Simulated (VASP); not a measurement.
Wanted: the native input for a VASP 6.6.1 run.

| Quantity | Value |
| --- | --- |
| Task | single point |
| Functional | PBEsol |
| Potentials or basis | VASP PAW PBE potentials, release 64 (B, C) |
| Cutoff | 520 eV |
| k mesh | 10 × 10 × 10 |
| Occupations | gaussian, width 0.1 eV |
| Spin | no spin polarisation |
| Dipole correction | no |
| Further INCAR settings | ALGO = Normal; EDIFF = 1e-07; NBANDS = 26 |

The structure of BC7 lies in POSCAR:

```
BC7
1.0
    3.6009608368      0.0000000000      0.0000000000
    0.0000000000      3.6009608368      0.0000000000
    0.0000000000      0.0000000000      3.6009608368
B C
1 7
Direct
    0.0000000000      0.0000000000      0.0000000000
    0.0000000000      0.5000000000      0.5000000000
    0.5000000000      0.5000000000      0.0000000000
    0.5000000000      0.0000000000      0.5000000000
    0.7450397233      0.7450397233      0.2549602767
    0.7450397233      0.2549602767      0.7450397233
    0.2549602767      0.7450397233      0.7450397233
    0.2549602767      0.2549602767      0.2549602767
```

The input as run:

INCAR

```
SYSTEM = BC7
  PREC = Accurate
  ENCUT = 520
  EDIFF = 1E-7
  ISMEAR = 0
  SIGMA = 0.1
  LREAL = .False.
  LASPH = .True.
  NELM = 100
  ALGO = Normal
  ISIF = 2
  LWAVE = .False.
  LCHARG = .False.
  GGA = PS
  NBANDS = 26
```

KPOINTS

```
Automatic mesh
0
Gamma
  10 10 10
  0 0 0
```

Potentials or basis: VASP PAW PBE potentials, release 64 (B, C).

The run is started by

```bash
$ cat potpaw_PBE.64/B/POTCAR potpaw_PBE.64/C/POTCAR > POTCAR
$ mpirun -np 1 vasp_std > vasp.out
```

Results of the run:

The pressure is 1.0 GPa and the largest force is 0.009 eV/Å.

Caveat: the PAW data sets were made with another functional, which shifts forces and pressure a little.

Wall time 28 s on 1 thread of AMD EPYC 9R45 96-Core Processor (Zen 5), with other jobs on the host, peak memory 0.15 GiB.
